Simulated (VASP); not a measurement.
Here is a VASP 6.6.1 calculation.

POSCAR

```
PtSe2
1.0
    3.7540962924      0.0000000000      0.0000000000
   -1.8770481462      3.2511427575      0.0000000000
    0.0000000000      0.0000000000      5.2728593220
Pt Se
1 2
Direct
    0.0000000000      0.0000000000      0.0000000000
    0.3333333333      0.6666666667      0.2473673332
    0.6666666667      0.3333333333      0.7526326668
```

INCAR.step1

```
ALGO = Normal ; EDIFF = 1E-4
ENCUT = 600 ; GGA = PE
ISMEAR = 0 ; LASPH = T
LCHARG = F ; LREAL = F
LWAVE = T ; NELM = 60
PREC = Accurate ; SIGMA = 0.05
```

Contents of INCAR.step2:

```
ALGO = Normal ; EDIFF = 1E-6
EDIFFG = -0.01 ; ENCUT = 600
IBRION = 2 ; ISIF = 4
ISMEAR = 0 ; ISTART = 1
IVDW = 12 ; LASPH = T
LCHARG = F ; LMIXTAU = T
LREAL = F ; LWAVE = F
METAGGA = R2SCAN ; NELM = 60
NSW = 60 ; PREC = Accurate
SIGMA = 0.05 ; VDW_A1 = 0.49484001
VDW_A2 = 5.73083694 ; VDW_S6 = 1.0
VDW_S8 = 0.78981345
```

Contents of KPOINTS:

```
k-points
0
Gamma
  10 10 8
```

Potentials or basis: VASP PAW PBE potentials, release 64 (Pt, Se).

Run with:

```sh
$ cat potpaw_PBE.64/Pt/POTCAR potpaw_PBE.64/Se/POTCAR > POTCAR
$ cp INCAR.step1 INCAR
$ mpirun -np 1 vasp_std > vasp.out
$ cp INCAR.step2 INCAR
$ mpirun -np 1 vasp_std > vasp.out
```

Q: Estimate the dispersion energy per atom.

A: -0.211 eV.

Final structure:
```cif
data_structure
_symmetry_space_group_name_H-M 'P 1'
_symmetry_Int_Tables_number 1
_cell_length_a 3.7275
_cell_length_b 3.7275
_cell_length_c 5.3483
_cell_angle_alpha 90.000
_cell_angle_beta 90.000
_cell_angle_gamma 120.000
_cell_volume 64.36
loop_
_atom_site_label
_atom_site_type_symbol
_atom_site_fract_x
_atom_site_fract_y
_atom_site_fract_z
_atom_site_occupancy
Pt1 Pt 0.00000 0.00000 0.00000 1
Se1 Se 0.33333 0.66667 0.24308 1
Se2 Se 0.66667 0.33333 0.75692 1
```
